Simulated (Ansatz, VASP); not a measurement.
## One calculation of Mg2Sn, two programs

```
Mg Sn
1.0
     0.00000    3.35682    3.35682
     3.35682    0.00000    3.35682
     3.35682    3.35682    0.00000
Mg Sn
2 1
Cartesian
  1.6784 1.6784 1.6784
  5.0352 5.0352 5.0352
  0.0000 0.0000 0.0000
```

Change from the starting cell: volume scaled by 0.98.

Alike in both runs: task single point; functional LDA; k mesh 11 × 11 × 11; occupations fermi-dirac, width 0.08 eV; no spin polarisation.

|  | VASP | Ansatz |
| --- | --- | --- |
| version | VASP 6.6.1 | Ansatz 0.2.0 |
| potentials or method | VASP PAW LDA potentials, release 64 (Mg, Sn_d), cutoff 600 eV | all-electron LAPW, scalar-relativistic |

```tsv
	VASP	Ansatz	Ansatz less VASP
pressure (GPa)	-1.3	-1.0	+0.29
```

LDA's correlation is that of Perdew and Zunger in VASP and of Perdew and Wang (1992) in Ansatz. Ansatz ran all-electron here, and VASP with PAW potentials.
